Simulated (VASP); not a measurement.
Input of a VASP 6.6.1 run:

INCAR

```
SYSTEM = SnSe
ALGO     = Normal         ! electronic algorithm
EDIFF    = 1E-6           ! SCF threshold, eV
ENCUT    = 520            ! plane-wave cutoff, eV
GGA      = PE             ! functional
ISIF     = 2              ! what is computed and relaxed
ISMEAR   = 0              ! smearing method
LASPH    = .True.         ! aspherical terms in the spheres
LCHARG   = .False.        ! write CHGCAR
LREAL    = .False.        ! projectors in reciprocal space
LWAVE    = .False.        ! write WAVECAR
NBANDS   = 50             ! bands
NELM     = 80             ! most SCF steps
PREC     = Accurate       ! precision mode
SIGMA    = 0.01           ! smearing width, eV
```

Contents of KPOINTS:

```
k-points
0
Gamma
  2 6 6
  0 0 0
```

The input POSCAR:

```
SnSe
1.0
   11.4200000000      0.0000000000      0.0000000000
    0.0000000000      4.1900000000      0.0000000000
    0.0000000000      0.0000000000      4.4600000000
Sn Se
4 4
Direct
    0.1230000000      0.2500000000      0.0910000000
    0.3770000000      0.7500000000      0.5910000000
    0.6230000000      0.2500000000      0.4090000000
    0.8770000000      0.7500000000      0.9090000000
    0.3570000000      0.2500000000      0.0160000000
    0.1430000000      0.7500000000      0.5160000000
    0.8570000000      0.2500000000      0.4840000000
    0.6430000000      0.7500000000      0.9840000000
```

Potentials or basis: VASP PAW PBE potentials, release 64 (Sn_d, Se).

Launch:

```bash
$ cat potpaw_PBE.64/Sn_d/POTCAR potpaw_PBE.64/Se/POTCAR > POTCAR
$ mpirun -np 1 vasp_std > vasp.out
```

Q: Predict the pressure.

A: 2.5 GPa.

Q: Estimate the largest force.

A: 0.311 eV/Å.

Q: Estimate the band gap on the k mesh.

A: 0.54 eV (least direct gap 0.70 eV).

Forces in eV/Å, atoms in the order of the input:
```
Sn  -0.310  0.000  0.013
Sn   0.310  0.000  0.013
Sn  -0.310  0.000 -0.013
Sn   0.310  0.000 -0.013
Se   0.254  0.000 -0.028
Se  -0.254  0.000 -0.028
Se   0.254  0.000  0.028
Se  -0.254  0.000  0.028
```

Caveat: spin-orbit coupling is left out, which moves the levels of the heavy elements. A k mesh can miss the band edges.
